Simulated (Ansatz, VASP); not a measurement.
**RbSnH3 in VASP and in Ansatz**

INCAR

```
SYSTEM = RbSnH3
ALGO     = Normal         ! electronic algorithm
EDIFF    = 1E-6           ! SCF threshold, eV
ENCUT    = 500            ! plane-wave cutoff, eV
GGA      = PS             ! functional
GGA_COMPAT= .FALSE.      
ISIF     = 2              ! what is computed and relaxed
ISMEAR   = 0              ! smearing method
LASPH    = .TRUE.         ! aspherical terms in the spheres
LCHARG   = .FALSE.        ! write CHGCAR
LREAL    = .FALSE.        ! projectors in reciprocal space
LWAVE    = .FALSE.        ! write WAVECAR
NBANDS   = 21             ! bands
NELM     = 120            ! most SCF steps
PREC     = Accurate       ! precision mode
SIGMA    = 0.05           ! smearing width, eV
```

The input KPOINTS:

```
k-points
0
G
  4 4 4
  0 0 0
```

The input POSCAR:

```
RbSnH3
1.0
    4.4112207873      0.0000000000      0.0000000000
    0.0000000000      4.4112207873      0.0000000000
    0.0000000000      0.0000000000      4.4112207873
Rb Sn H
1 1 3
Direct
    0.0000000000      0.0000000000      0.0000000000
    0.5000000000      0.5000000000      0.5000000000
    0.5000000000      0.5000000000      0.0000000000
    0.5000000000      0.0000000000      0.5000000000
    0.0000000000      0.5000000000      0.5000000000
```

Input for Ansatz:

```yaml
crystal:
  lattice:
    - [4.4112207873, 0.0, 0.0]
    - [0.0, 4.4112207873, 0.0]
    - [0.0, 0.0, 4.4112207873]
  atoms:
    - { symbol: Rb, position: [0.0, 0.0, 0.0] }
    - { symbol: Sn, position: [0.5, 0.5, 0.5] }
    - { symbol: H, position: [0.5, 0.5, 0.0] }
    - { symbol: H, position: [0.5, 0.0, 0.5] }
    - { symbol: H, position: [0.0, 0.5, 0.5] }
basis:
  ecutwfc: 420
kpoints:
  mp_grid: { grid: [4, 4, 4] }
hamiltonian:
  xc: pbesol
scf:
  occupations: { method: gaussian, width: 0.05 }
output:
  forces: true
  stress: true
  eigenvalues: true
```

Alike in both runs: task single point; functional PBEsol; k mesh 4 × 4 × 4; occupations gaussian, width 0.05 eV; no spin polarisation.

|  | VASP | Ansatz |
| --- | --- | --- |
| version | VASP 6.6.1 | Ansatz 0.2.0 |
| potentials or method | VASP PAW PBE potentials, release 64 (Rb_sv, Sn_d, H), cutoff 500 eV | scalar-relativistic, plane waves, PAW |
| valence electrons in the cell | 26 | 26 |

|  | VASP | Ansatz | Ansatz less VASP |
| --- | --- | --- | --- |
| gap on the k mesh at the Fermi level (eV) | none | none | - |
| pressure (GPa) | -1.1 | -1.0 | +0.05 |

VASP's potentials were made for PBE, not for PBEsol. A gap of «none» marks a metal or a gap that the smearing closes. With one functional, cell and mesh, what is left measures potentials, basis and numerics.
